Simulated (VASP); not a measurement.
# LiH in VASP: notebook, part 3 of 3

VASP 6.6.1. The steps go on from the part before.

**5. Single point, r2SCAN (film at in-plane strain +0.005)**

File POSCAR:

```
LiH
1.0
    2.0123384748      2.0123384748      0.0000000000
   -2.0123384748      2.0123384748      0.0000000000
    0.0000000000      2.0123384748      1.9997692842
Li H
1 1
Direct
    0.0000000000      0.0000000000      0.0000000000
    0.5000000000      0.5000000000      0.0000000000
```

File INCAR.step1:

```
  PREC = Accurate
  ENCUT = 520
  ISMEAR = 0
  SIGMA = 0.01
  LREAL = False
  LASPH = True
  NELM = 100
  NBANDS = 9
  GGA = PE
  ALGO = Normal
  EDIFF = 1E-4
  LWAVE = True
  LCHARG = False
```

File INCAR.step2:

```
  PREC = Accurate
  ENCUT = 520
  EDIFF = 1E-7
  ISMEAR = 0
  SIGMA = 0.01
  LREAL = False
  LASPH = True
  NELM = 100
  ALGO = Normal
  ISIF = 2
  LWAVE = False
  LCHARG = False
  METAGGA = R2SCAN
  LMIXTAU = True
  NBANDS = 9
  ISTART = 1
```

File KPOINTS:

```
Automatic mesh
0
Gamma
  10 10 10
```

Potentials or basis: VASP PAW PBE potentials, release 64 (Li_sv, H).

On the command line:

```
$ cat potpaw_PBE.64/Li_sv/POTCAR potpaw_PBE.64/H/POTCAR > POTCAR
$ cp INCAR.step1 INCAR
$ mpirun -np 1 vasp_std > vasp.out
$ cp INCAR.step2 INCAR
$ mpirun -np 1 vasp_std > vasp.out
```

OUTCAR:

```text
PREC = Accurate
   ENCUT = 520
   EDIFF = 1E-7
   ISMEAR = 0
   LREAL = False
   LASPH = True
   NELM = 100
   ISIF = 2
   METAGGA = R2SCAN
   ISTART = 1

 ion  position               nearest neighbor table
   1  0.000  0.000  0.000-
   2  0.500  0.500  0.000-

  LATTYP: Found a body centered tetragonal cell.
 ALAT       =     2.8458763631
 C/A-ratio  =     1.4053802970

  Lattice vectors:

 A1 = (   2.0123384748,   0.0000000000,  -1.9997692842)
 A2 = (  -2.0123384748,   0.0000000000,  -1.9997692842)
 A3 = (   0.0000000000,   2.0123384748,   1.9997692842)

Analysis of symmetry for initial positions (statically):
=====================================================================
 Subroutine PRICEL returns:
 Original cell was already a primitive cell.

 Routine SETGRP: Setting up the symmetry group for a
 body centered tetragonal supercell.

 Subroutine GETGRP returns: Found 16 space group operations
 (whereof 16 operations were pure point group operations)
 out of a pool of 16 trial point group operations.

The static configuration has the point symmetry D_4h.

Analysis of symmetry for dynamics (positions and initial velocities):
=====================================================================
 Subroutine PRICEL returns:
 Original cell was already a primitive cell.

 Routine SETGRP: Setting up the symmetry group for a
 body centered tetragonal supercell.

 Subroutine GETGRP returns: Found 16 space group operations
 (whereof 16 operations were pure point group operations)
 out of a pool of 16 trial point group operations.

The dynamic configuration has the point symmetry D_4h.

 Subroutine INISYM returns: Found 16 space group operations
 (whereof 16 operations are pure point group operations),
 and found     1 'primitive' translations

----------------------------------------------------------------------------------------

[... 116 lines left out ...]
   LORBIT       =      0    0 simple, 1 ext, 2 COOP (PROOUT), +10 PAW based schemes
   METAGGA = R2SCAN    functional components
   LHFCALC =     F    Hartree Fock is set to
   AEXX    =    0.0000 exact exchange contribution
   IVDW    =     0    specifies the selected vdW correction
   LEPSILON=     F    determine dielectric tensor
   LRPA    =     F    only Hartree local field effects (RPA)
 non-spin polarized calculation
 Gauss-broadening in eV      SIGMA  =   0.01
  energy-cutoff  :      520.00
  volume of cell :       16.20
 maximum number of plane-waves:       448
 NGX is ok and might be reduce to    24
   NGX = 11   NGY = 11   NGZ = 11

 number of electron       3.9999995 magnetization

 Free energy of the ion-electron system (eV)
  ---------------------------------------------------
  ext. energy  EPLUGINS =         0.00000000
  ---------------------------------------------------
  free energy    TOTEN  =        -6.81725155 eV

  energy without entropy =       -6.81725155  energy(sigma->0) =       -6.81725155

 E-fermi :   0.0571     XC(G=0):  -8.8039

 val. band max:       -0.1822910609   @ k =   0.0000   0.0000   0.5000
 cond. band min:       3.3433186571   @ k =   0.5000   0.5000   0.0000
 fundamental gap:      3.5256097180
 Fermi energy:         0.0571471715

 k-point     1 :       0.0000    0.0000    0.0000
  band No.  band energies     occupation
      1     -45.9515      2.00000
      2      -5.6375      2.00000
      3      17.3467      0.00000
      4      19.0802      0.00000
      5      19.1427      0.00000
      6      19.1430      0.00000
      7      23.5266      0.00000
      8      23.5267      0.00000
      9      23.5630      0.00000
[... 265 lines left out ...]
 k-point    24 :       0.4000    0.3000    0.0000
  band No.  band energies     occupation
      1     -45.8976      2.00000
      2      -1.2182      2.00000
      3       5.1750      0.00000
      4       8.2012      0.00000
      5      13.3529      0.00000
      6      17.4454      0.00000
      7      24.3731      0.00000
      8      28.1256      0.00000
      9      31.5327      0.00000

 [... further k-points ...]

------------------------ aborting loop because EDIFF is reached ----------------------------------------

  FORCE on cell =-STRESS in cart. coord.  units (eV):
  Direction    XX          YY          ZZ          XY          YZ          ZX
  --------------------------------------------------------------------------------------
  -------------------------------------------------------------------------------------
  Total       -0.0924117     -0.0924117     -0.0500442      0.0000000      0.0000000      0.0000000
  in kB       -9.1416682     -9.1416682     -4.9505354      0.0000000      0.0000000      0.0000000
  external PRESSURE =      -7.7446239 kB  Pullay stress =       0.0000000 kB

 VOLUME and BASIS-vectors are now :
 -----------------------------------------------------------------------------
  energy-cutoff  :      520.00
  volume of cell :       16.20
      direct lattice vectors                 reciprocal lattice vectors
     2.012338475  2.012338475  0.000000000     0.248467147  0.248467147 -0.250028843
    -2.012338475  2.012338475  0.000000000    -0.248467147  0.248467147 -0.250028843
     0.000000000  2.012338475  1.999769284     0.000000000  0.000000000  0.500057686

 POSITION                                       TOTAL-FORCE (eV/Angst)
 -----------------------------------------------------------------------------------
      0.00000      0.00000      0.00000         0.000000      0.000000      0.000000
      0.00000      2.01234      0.00000        -0.000000      0.000000      0.000000
 -----------------------------------------------------------------------------------
    total drift:                                0.000000     -0.000000     -0.000000

  FREE ENERGIE OF THE ION-ELECTRON SYSTEM (eV)
  ---------------------------------------------------
  free  energy   TOTEN  =        -6.8172515534 eV

  energy  without entropy=       -6.8172515534  energy(sigma->0) =       -6.81725155
```

It took 52 s on 1 thread of Intel Xeon Platinum 8259CL at 2.50GHz (Skylake/Cascade Lake), shared host; peak memory 0.14 GiB.

Results:

```yaml
Free_energy: -6.8173 eV
Band_gap_on_the_k_mesh: 3.53 eV, indirect (least direct gap 3.57 eV)
```

Levels at points of the mesh, in eV from the valence-band top:
```
           k point  band 1  band 2  band 3  band 4  band 5  band 6  band 7
(0.00, 0.00, 0.00)  -45.77   -5.46   17.53   19.26   19.33   19.33   23.71
(0.50, 0.00, 0.00)  -45.73   -2.65    5.63   14.85   18.00   18.14   19.65
(0.50, 0.50, 0.00)  -45.71   -0.05    3.53   11.69   11.74   15.01   19.08
(0.00, 0.00, 0.50)  -45.71    0.00    3.61   11.61   11.61   14.91   19.03
```

Caveat: the cell differs from its parent crystal (film at in-plane strain +0.005); the cutoff is under 1.25 times the usual one of these potentials, so pressure, stress and relaxed cells hold a basis-set (Pulay) error; the PAW data sets were made with another functional, which shifts forces and pressure a little. A k mesh can miss the band edges.

**6. Single point, r2SCAN**

File POSCAR:

```
LiH
1.0
    2.0023268406      2.0023268406      0.0000000000
   -2.0023268406      2.0023268406      0.0000000000
    0.0000000000      2.0023268406      2.0023268406
Li H
1 1
Direct
    0.0000000000      0.0000000000      0.0000000000
    0.5000000000      0.5000000000      0.0000000000
```

File INCAR.step1:

```
SYSTEM = LiH
PREC = Accurate
ENCUT = 520
ISMEAR = -1
SIGMA = 0.05
LREAL = .False.
LASPH = .True.
NELM = 60
NBANDS = 9
GGA = PE
ALGO = Normal
EDIFF = 1E-4
LWAVE = .True.
LCHARG = .False.
```

File INCAR.step2:

```
SYSTEM = LiH
PREC = Accurate
ENCUT = 520
EDIFF = 1E-6
ISMEAR = -1
SIGMA = 0.05
LREAL = .False.
LASPH = .True.
NELM = 60
ALGO = Normal
ISIF = 2
LWAVE = .False.
LCHARG = .True.
METAGGA = R2SCAN
LMIXTAU = .True.
LELF = .True.
LVHAR = .True.
NBANDS = 9
ISTART = 1
```

File KPOINTS:

```
regular mesh
0
Gamma
  14 14 14
  0 0 0
```

Potentials or basis: VASP PAW PBE potentials, release 64 (Li_sv, H).

On the command line:

```
$ cat potpaw_PBE.64/Li_sv/POTCAR potpaw_PBE.64/H/POTCAR > POTCAR
$ cp INCAR.step1 INCAR
$ mpirun -np 1 vasp_std > vasp.out
$ cp INCAR.step2 INCAR
$ mpirun -np 1 vasp_std > vasp.out
```

Wall time 37 s (1 thread of Intel Xeon Platinum 8259CL at 2.50GHz (Skylake/Cascade Lake), shared host); peak memory 0.14 GiB.

The run converged. Its results:

| Quantity | Value |
| --- | --- |
| Free energy | -6.8176 eV |
| Band gap on the k mesh | 3.58 eV, direct |

Levels at points of the mesh, in eV from the valence-band top:
```csv
k point,band 1,band 2,band 3,band 4,band 5,band 6,band 7
"(0.00, 0.00, 0.00)",-45.74,-5.46,17.68,19.44,19.44,19.44,23.86
"(0.50, 0.00, 0.00)",-45.69,-2.65,5.68,14.96,18.19,18.19,19.84
"(0.50, 0.50, 0.00)",-45.68,0.00,3.58,11.76,11.76,15.06,19.23
```

Caveat: the cutoff is under 1.25 times the usual one of these potentials, so pressure, stress and relaxed cells hold a basis-set (Pulay) error; the PAW data sets were made with another functional, which shifts forces and pressure a little. r2SCAN opens gaps a little over a GGA but as a rule still falls short of measured ones.

**7. Summary**

```tsv
cell	k mesh	smearing	gap on the mesh (eV)
a = 2.832 Å, angles 60.0, 60.0, 90.0°, 2 atoms	10 × 10 × 10	gaussian 0.01 eV	3.58
a = 2.775, b = 2.775, c = 2.812 Å, angles 60.4, 60.4, 90.0°, 2 atoms	10 × 10 × 10	gaussian 0.01 eV	3.24
a = 2.803, b = 2.803, c = 2.822 Å, angles 60.2, 60.2, 90.0°, 2 atoms	10 × 10 × 10	gaussian 0.01 eV	3.41
a = 2.846, b = 2.846, c = 2.837 Å, angles 59.9, 59.9, 90.0°, 2 atoms	10 × 10 × 10	gaussian 0.01 eV	3.53
a = 2.832 Å, angles 60.0, 60.0, 90.0°, 2 atoms	14 × 14 × 14	fermi-dirac 0.05 eV	3.58
```

Alike in all rows: task single point; level r2SCAN; potentials or basis VASP PAW PBE potentials, release 64 (Li_sv, H); no spin polarisation; cutoff (eV) 520.

Caveats: the cutoff is under 1.25 times the usual one of these potentials, so pressure, stress and relaxed cells hold a basis-set (Pulay) error; the PAW data sets were made with another functional, which shifts forces and pressure a little.

Total energies depend on the potentials used, so only differences within one code and one set of settings carry meaning.
